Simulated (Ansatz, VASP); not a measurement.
AlN in VASP and in Ansatz

Contents of INCAR:

```
SYSTEM = AlN
PREC = Accurate
ENCUT = 520
EDIFF = 1E-6
ISMEAR = 0
SIGMA = 0.01
LREAL = .FALSE.
LASPH = .TRUE.
NELM = 60
ALGO = Normal
ISIF = 2
LWAVE = .FALSE.
LCHARG = .TRUE.
GGA = PE
LELF = .TRUE.
LVHAR = .TRUE.
NBANDS = 11
```

The input KPOINTS:

```
Automatic mesh
0
G
  8 8 8
  0 0 0
```

The input POSCAR:

```
AlN
1.0
    0.0000000000      2.0554039591      2.0554039591
    2.0554039591      0.0000000000      2.0554039591
    2.0554039591      2.0554039591      0.0000000000
Al N
1 1
Direct
    0.0000000000      0.0000000000      0.0000000000
    0.5000000000      0.5000000000      0.5000000000
```

Input for Ansatz:

```yaml
crystal:
  lattice:
    - [0.0, 2.0554039591, 2.0554039591]
    - [2.0554039591, 0.0, 2.0554039591]
    - [2.0554039591, 2.0554039591, 0.0]
  atoms:
    - { symbol: Al, position: [0.0, 0.0, 0.0] }
    - { symbol: "N", position: [0.5, 0.5, 0.5] }
kpoints:
  mp_grid: { grid: [8, 8, 8] }
hamiltonian:
  xc: pbe
scf:
  occupations: { method: fixed }
  n_extra_bands: 4
output:
  forces: true
  stress: true
  eigenvalues: true
```

Alike in both runs: task single point; functional PBE; k mesh 8 × 8 × 8; no spin polarisation.

|  | VASP | Ansatz |
| --- | --- | --- |
| version | VASP 6.6.1 | Ansatz 0.2.0 |
| potentials or method | VASP PAW PBE potentials, release 64 (Al, N) | plane waves, PAW |
| plane-wave cutoff (eV) | 520 | 420 |
| occupations | gaussian, width 0.01 eV | fixed |
| valence electrons in the cell | 8 | 8 |

```tsv
	VASP	Ansatz	Ansatz less VASP
gap on the k mesh at the Fermi level (eV)	4.14	4.16	+0.021
pressure (GPa)	-7.3	-7.0	+0.25
```
